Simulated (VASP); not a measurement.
## SrCl2: single point with LDA

Crystal: SrCl2.

```
CELL_PARAMETERS angstrom
0.00000 3.20666 3.20666
3.20666 0.00000 3.20666
3.20666 3.20666 0.00000
ATOMIC_POSITIONS crystal
Sr 0.00000 0.00000 0.00000
Cl 0.25000 0.25000 0.25000
Cl 0.75000 0.75000 0.75000
```

This cell differs from its parent crystal: strain -0.080 along x and y, -0.080 along z.

| Property | Result |
| --- | --- |
| Program | VASP 6.6.1 |
| Task | single point |
| Functional | LDA |
| Potentials or basis | VASP PAW LDA potentials, release 64 (Sr_sv, Cl) |
| Cutoff | 520 eV |
| k mesh | 6 × 6 × 6 |
| Occupations | gaussian, width 0.05 eV |
| Spin | no spin polarisation |

```
Pressure               : 11.9 GPa
Band gap on the k mesh : 4.87 eV
```

Levels at points of the mesh, in eV from the valence-band top:
| k point | band 10 | band 11 | band 12 | band 13 | band 14 | band 15 |
| --- | --- | --- | --- | --- | --- | --- |
| (0.00, 0.00, 0.00) | -0.46 | -0.46 | -0.46 | 5.48 | 5.48 | 5.87 |
| (0.50, 0.00, 0.00) | -1.88 | -1.43 | -1.43 | 6.45 | 6.45 | 7.65 |
| (0.50, 0.50, 0.00) | -0.68 | -0.68 | 0.00 | 4.87 | 7.45 | 7.81 |

It took 8.9 s on 1 thread of Intel(R) Xeon(R) 6975P-C (Granite Rapids), on a shared host, peak memory 0.17 GiB.

Caveat: the cell differs from its parent crystal (strain -0.080 along x and y, -0.080 along z); the cell stands under pressure. A k mesh can miss the band edges.
